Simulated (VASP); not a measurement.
# Zn3AsN (Pm-3m) in VASP: further runs

Runs on Zn3AsN. Level: PBE. Tasks: single point, relaxation of cell and atoms.

Everything below comes from runs of VASP 6.6.1. Logs are shortened: lines on timing, memory, paths and dates and some standing lists are left out, and cuts for length are marked.

## (1) The cell of the first run

The structure is cubic, space group Pm-3m (No. 221). Conventional cell: a = 4.171 Å, b = 4.171 Å, c = 4.171 Å, α = 90.00°, β = 90.00°, γ = 90.00°. Zn (site symmetry 4/mmm) has 2 N at 2.09 Å within 2.8 Å. Within 3.9 Å of As (site symmetry m-3m) lie 12 Zn at 2.95 Å and 8 N at 3.61 Å. Within 2.8 Å of N (site symmetry m-3m) lie 6 Zn at 2.09 Å.

## (2) Single point, PBE

File INCAR:

```
SYSTEM = Zn3AsN
PREC     = Accurate       ! precision mode
ENCUT    = 520            ! plane-wave cutoff, eV
EDIFF    = 1E-6           ! SCF threshold, eV
ISMEAR   = 0              ! smearing method
SIGMA    = 0.1            ! smearing width, eV
LREAL    = .False.        ! projectors in reciprocal space
LASPH    = .True.         ! aspherical terms in the spheres
NELM     = 100            ! most SCF steps
ALGO     = Normal         ! electronic algorithm
ISIF     = 2              ! what is computed and relaxed
LWAVE    = .False.        ! write WAVECAR
LCHARG   = .False.        ! write CHGCAR
GGA      = PE             ! functional
NBANDS   = 31             ! bands
```

File KPOINTS:

```
regular mesh
0
Gamma
  8 8 8
  0 0 0
```

File POSCAR:

```
Zn3AsN
1.0
    4.1711730501      0.0000000000      0.0000000000
    0.0000000000      4.1711730501      0.0000000000
    0.0000000000      0.0000000000      4.1711730501
Zn As N
3 1 1
Direct
    0.0000000000      0.5000000000      0.5000000000
    0.5000000000      0.0000000000      0.5000000000
    0.5000000000      0.5000000000      0.0000000000
    0.0000000000      0.0000000000      0.0000000000
    0.5000000000      0.5000000000      0.5000000000
```

Potentials or basis: VASP PAW PBE potentials, release 64 (Zn, As, N).

Launch:

```console
$ cat potpaw_PBE.64/Zn/POTCAR potpaw_PBE.64/As/POTCAR potpaw_PBE.64/N/POTCAR > POTCAR
$ mpirun -np 1 vasp_std > vasp.out
```

OUTCAR:

```text
SYSTEM = Zn3AsN
   PREC = Accurate
   ENCUT = 520
   EDIFF = 1E-6
   ISMEAR = 0
   LREAL = .False.
   LASPH = .True.
   NELM = 100
   ISIF = 2
   GGA = PE

 ion  position               nearest neighbor table
   1  0.000  0.500  0.500-   5 2.09   5 2.09   4 2.95   2 2.95   3 2.95   4 2.95   2 2.95   4 2.95
                             4 2.95   2 2.95   3 2.95   3 2.95   3 2.95   2 2.95
   2  0.500  0.000  0.500-   5 2.09   5 2.09   4 2.95   1 2.95   3 2.95   4 2.95   1 2.95   3 2.95
                             3 2.95   3 2.95   1 2.95   4 2.95   4 2.95   1 2.95
   3  0.500  0.500  0.000-   5 2.09   5 2.09   4 2.95   1 2.95   1 2.95   2 2.95   2 2.95   2 2.95
                             4 2.95   2 2.95   1 2.95   4 2.95   1 2.95   4 2.95
   4  0.000  0.000  0.000-   1 2.95   2 2.95   3 2.95   1 2.95   2 2.95   1 2.95   3 2.95   1 2.95
                             2 2.95   3 2.95   2 2.95   3 2.95
   5  0.500  0.500  0.500-   1 2.09   2 2.09   3 2.09   3 2.09   2 2.09   1 2.09

  LATTYP: Found a simple cubic cell.
 ALAT       =     4.1711730501

  Lattice vectors:

 A1 = (   4.1711730501,   0.0000000000,   0.0000000000)
 A2 = (   0.0000000000,   4.1711730501,   0.0000000000)
 A3 = (   0.0000000000,   0.0000000000,   4.1711730501)

Analysis of symmetry for initial positions (statically):
=====================================================================
 Subroutine PRICEL returns:
 Original cell was already a primitive cell.

 Routine SETGRP: Setting up the symmetry group for a
 simple cubic supercell.

 Subroutine GETGRP returns: Found 48 space group operations
 (whereof 48 operations were pure point group operations)
 out of a pool of 48 trial point group operations.

The static configuration has the point symmetry O_h .

Analysis of symmetry for dynamics (positions and initial velocities):
=====================================================================
 Subroutine PRICEL returns:
 Original cell was already a primitive cell.

 Routine SETGRP: Setting up the symmetry group for a
 simple cubic supercell.

 Subroutine GETGRP returns: Found 48 space group operations
 (whereof 48 operations were pure point group operations)
 out of a pool of 48 trial point group operations.

The dynamic configuration has the point symmetry O_h .

 Subroutine INISYM returns: Found 48 space group operations
 (whereof 48 operations are pure point group operations),
 and found     1 'primitive' translations

----------------------------------------------------------------------------------------

                                     Primitive cell

  volume of cell :      72.5729

  direct lattice vectors                    reciprocal lattice vectors
     4.171173050  0.000000000  0.000000000     0.239740713  0.000000000  0.000000000
     0.000000000  4.171173050  0.000000000     0.000000000  0.239740713  0.000000000
     0.000000000  0.000000000  4.171173050     0.000000000  0.000000000  0.239740713

  length of vectors
     4.171173050  4.171173050  4.171173050     0.239740713  0.239740713  0.239740713

  position of ions in fractional coordinates (direct lattice)
     0.000000000  0.500000000  0.500000000
     0.500000000  0.000000000  0.500000000
     0.500000000  0.500000000  0.000000000
     0.000000000  0.000000000  0.000000000
     0.500000000  0.500000000  0.500000000

  ion indices of the primitive-cell ions
   primitive index   ion index
                 1           1
                 2           2
                 3           3
                 4           4
                 5           5

----------------------------------------------------------------------------------------

 KPOINTS: regular mesh

Automatic generation of k-mesh.
 Grid dimensions read from file:
 generate k-points for:    8    8    8

 Generating k-lattice:

  Cartesian coordinates                     Fractional coordinates (reciprocal lattice)
     0.029967589  0.000000000  0.000000000     0.125000000  0.000000000  0.000000000
     0.000000000  0.029967589  0.000000000     0.000000000  0.125000000  0.000000000
     0.000000000  0.000000000  0.029967589     0.000000000  0.000000000  0.125000000

  Length of vectors
     0.029967589  0.029967589  0.029967589

  Shift w.r.t. Gamma in fractional coordinates (k-lattice)
     0.000000000  0.000000000  0.000000000

 Subroutine IBZKPT returns following result:
 ===========================================

 Found     35 irreducible k-points:

 Following reciprocal coordinates:
            Coordinates               Weight
  0.000000  0.000000  0.000000      1.000000
  0.125000  0.000000  0.000000      6.000000
  0.250000  0.000000  0.000000      6.000000
  0.375000  0.000000  0.000000      6.000000
  0.500000  0.000000  0.000000      3.000000
  0.125000  0.125000  0.000000     12.000000
[... 16 lines left out ...]
  0.375000  0.375000  0.125000     24.000000
  0.500000  0.375000  0.125000     24.000000
 [... further k-points ...]
   k-points           NKPTS =     35   k-points in BZ     NKDIM =     35   number of bands    NBANDS=     31
   number of dos      NEDOS =    301   number of ions     NIONS =      5
   total plane-waves  NPLWV =  32768
   dimension x,y,z NGX =    32 NGY =   32 NGZ =   32
   dimension x,y,z NGXF=    64 NGYF=   64 NGZF=   64
   ions per type =               3   1   1
   NGX,Y,Z   is equivalent  to a cutoff of  12.75, 12.75, 12.75 a.u.
   NGXF,Y,Z  is equivalent  to a cutoff of  25.51, 25.51, 25.51 a.u.
 SYSTEM =  Zn3AsN
   PREC   = accura    normal or accurate (medium, high low for compatibility)
   ISTART =      0    job   : 0-new  1-cont  2-samecut
   ICHARG =      2    charge: 1-file 2-atom 10-const
   ISPIN  =      1    spin polarized calculation?
   LNONCOLLINEAR =      F non collinear calculations
   LSORBIT =      F    spin-orbit coupling
   LASPH  =      T    aspherical Exc in radial PAW
   ENCUT  =  520.0 eV  38.22 Ry    6.18 a.u.   7.76  7.76  7.76*2*pi/ulx,y,z
   NELM   =    100;   NELMIN=  2; NELMDL= -5     # of ELM steps
   EDIFF  = 0.1E-05   stopping-criterion for ELM
   LREAL  =      F    real-space projection
   EDIFFG = 0.1E-04   stopping-criterion for IOM
   NSW    =      0    number of steps for IOM
   IBRION =     -1    ionic relax: 0-MD 1-quasi-New 2-CG
   NFREE  =      0    steps in history (QN), initial steepest desc. (CG)
   ISIF   =      2    stress and relaxation
   ISYM   =      2    0-nonsym 1-usesym 2-fastsym
   POTIM  = 0.5000    time-step for ionic-motion
   TEBEG  =    0.0;   TEEND  =   0.0 temperature during run
   PSTRESS=    0.0 pullay stress
   NELECT =      46.0000    total number of electrons
   NUPDOWN=      -1.0000    fix difference up-down
   EMIN   =  10.00;   EMAX   =-10.00  energy-range for DOS
   EFERMI =   0.00;   METHOD = LEGACY
   ISMEAR =     0;   SIGMA  =   0.10  broadening in eV -4-tet -1-fermi 0-gaus
   EFERMI_NEDOS =   21; number of points for ismear=-14 and -15
   IALGO  =     38    algorithm
   IMIX   =      4    mixing-type and parameters
     AMIX     =   0.40;   BMIX     =  1.00
     AMIX_MAG =   1.60;   BMIX_MAG =  1.00
  volume/ion in A,a.u.               =      14.51        97.95
  Fermi-wavevector in a.u.,A,eV,Ry     =   1.406272  2.657468 26.906882  1.977600
  Thomas-Fermi vector in A             =   2.528649
   LORBIT       =      0    0 simple, 1 ext, 2 COOP (PROOUT), +10 PAW based schemes
   GGA     = PE    functional components
   LHFCALC =     F    Hartree Fock is set to
   AEXX    =    0.0000 exact exchange contribution
   IVDW    =     0    specifies the selected vdW correction
   LEPSILON=     F    determine dielectric tensor
   LRPA    =     F    only Hartree local field effects (RPA)
 non-spin polarized calculation
 Gauss-broadening in eV      SIGMA  =   0.10
  energy-cutoff  :      520.00
  volume of cell :       72.57
 maximum number of plane-waves:      1980
 NGX is ok and might be reduce to    32
   NGX = 15   NGY = 15   NGZ = 15

 number of electron      45.9999917 magnetization

 Free energy of the ion-electron system (eV)
  ---------------------------------------------------
  ext. energy  EPLUGINS =         0.00000000
  ---------------------------------------------------
  free energy    TOTEN  =       -15.20461993 eV

  energy without entropy =      -15.20205613  energy(sigma->0) =      -15.20333803

 E-fermi :   4.0121     XC(G=0): -11.2833

 val. band max:        4.0111330043   @ k =   0.5000   0.3750   0.0000
 cond. band min:       4.1347528094   @ k =   0.5000   0.3750   0.0000
 fundamental gap:      0.1236198051
 Fermi energy:         4.0121496805

 k-point     1 :       0.0000    0.0000    0.0000
  band No.  band energies     occupation
      1     -11.9473      2.00000
      2      -7.1758      2.00000
      3      -3.6175      2.00000
      4      -3.6175      2.00000
      5      -3.6175      2.00000
      6      -3.5355      2.00000
[... 23 lines left out ...]
     30      12.8347      0.00000
     31      12.8347      0.00000

 k-point     2 :       0.1250    0.0000    0.0000
  band No.  band energies     occupation
      1     -11.8973      2.00000
      2      -7.1380      2.00000
      3      -3.6105      2.00000
      4      -3.6105      2.00000
      5      -3.6081      2.00000
      6      -3.5402      2.00000
[... 23 lines left out ...]
     30      12.4220      0.00000
     31      12.4315      0.00000

 k-point     3 :       0.2500    0.0000    0.0000
  band No.  band energies     occupation
      1     -11.7701      2.00000
      2      -7.0540      2.00000
      3      -3.6041      2.00000
      4      -3.5865      2.00000
      5      -3.5865      2.00000
      6      -3.5839      2.00000
[... 703 lines left out ...]
     30      11.2687      0.00000
     31      12.2925      0.00000

 k-point    24 :       0.5000    0.3750    0.1250
  band No.  band energies     occupation
      1     -11.2508      2.00000
      2      -6.3989      2.00000
      3      -4.4632      2.00000
      4      -4.3807      2.00000
      5      -3.8559      2.00000
      6      -3.4553      2.00000
[... 23 lines left out ...]
     30      11.9968      0.00000
     31      12.5378      0.00000

 [... further k-points ...]

------------------------ aborting loop because EDIFF is reached ----------------------------------------

  FORCE on cell =-STRESS in cart. coord.  units (eV):
  Direction    XX          YY          ZZ          XY          YZ          ZX
  --------------------------------------------------------------------------------------
  -------------------------------------------------------------------------------------
  Total        0.2288262      0.2288262      0.2288262     -0.0000000      0.0000000      0.0000000
  in kB        5.0517485      5.0517485      5.0517485     -0.0000000      0.0000000      0.0000000
  external PRESSURE =       5.0517485 kB  Pullay stress =       0.0000000 kB

 VOLUME and BASIS-vectors are now :
 -----------------------------------------------------------------------------
  energy-cutoff  :      520.00
  volume of cell :       72.57
      direct lattice vectors                 reciprocal lattice vectors
     4.171173050  0.000000000  0.000000000     0.239740713  0.000000000  0.000000000
     0.000000000  4.171173050  0.000000000     0.000000000  0.239740713  0.000000000
     0.000000000  0.000000000  4.171173050     0.000000000  0.000000000  0.239740713

 POSITION                                       TOTAL-FORCE (eV/Angst)
 -----------------------------------------------------------------------------------
      0.00000      2.08559      2.08559         0.000000      0.000000      0.000000
      2.08559      0.00000      2.08559         0.000000      0.000000      0.000000
      2.08559      2.08559      0.00000         0.000000      0.000000      0.000000
      0.00000      0.00000      0.00000         0.000000      0.000000      0.000000
      2.08559      2.08559      2.08559         0.000000      0.000000      0.000000
 -----------------------------------------------------------------------------------
    total drift:                                0.000000     -0.000000     -0.000000

  FREE ENERGIE OF THE ION-ELECTRON SYSTEM (eV)
  ---------------------------------------------------
  free  energy   TOTEN  =       -15.2046199336 eV

  energy  without entropy=      -15.2020561257  energy(sigma->0) =      -15.20333803
```

Wall time 54 s (1 thread of Intel Xeon Platinum 8488C (Sapphire Rapids), shared host); peak memory 0.21 GiB.

Results:

```
Free energy            : -15.2046 eV
Pressure               : 0.5 GPa
Band gap on the k mesh : zero (band 23 reaches 4.01 eV, above the bottom of band 24 at 3.67 eV)
```

[end of part 1 of 2]
